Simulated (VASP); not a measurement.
Set up this calculation in VASP 6.6.1, as the native input.

* Task: single point
* Functional: PBE
* Potentials or basis: VASP PAW PBE potentials, release 64 (Na_pv, N)
* Cutoff: 520 eV
* k mesh: 6 × 6 × 4
* Occupations: gaussian, width 0.1 eV
* Spin: no spin polarisation
* Dipole correction: no
* Further INCAR settings: ALGO = Normal; EDIFF = 1e-06; NBANDS = 20

The structure of NaN lies in POSCAR:

```
NaN
1.0
    3.2833855900      0.0000000000      0.0000000000
   -1.6416927900      2.8434953300      0.0000000000
    0.0000000000      0.0000000000      5.3339525800
Na N
2 2
Direct
    0.3333333300      0.6666666700      0.0000000000
    0.6666666700      0.3333333300      0.5000000000
    0.3333333300      0.6666666700      0.3750000000
    0.6666666700      0.3333333300      0.8750000000
```

These files were run (other wordings do the same):

INCAR

```
SYSTEM = NaN
ALGO = Normal ; EDIFF = 1E-6
ENCUT = 520 ; GGA = PE
ISIF = 2 ; ISMEAR = 0
LASPH = .True. ; LCHARG = .False.
LREAL = .False. ; LWAVE = .False.
NBANDS = 20 ; NELM = 100
PREC = Accurate ; SIGMA = 0.1
```

KPOINTS

```
k-points
0
Gamma
  6 6 4
  0 0 0
```

Potentials or basis: VASP PAW PBE potentials, release 64 (Na_pv, N).

Run with:

```sh
$ cat potpaw_PBE.64/Na_pv/POTCAR potpaw_PBE.64/N/POTCAR > POTCAR
$ mpirun -np 1 vasp_std > vasp.out
```

It gave:

* Pressure: 35.6 GPa
* Largest force: 0.130 eV/Å
* Band gap on the k mesh: zero (band 12 reaches 1.03 eV, above the bottom of band 13 at 0.41 eV)

Caveat: the k points lie up to 0.37 Å⁻¹ apart.

It took 6.6 s on 1 thread of Intel(R) Xeon(R) 6975P-C (Granite Rapids), on a shared host, peak memory 0.15 GiB.
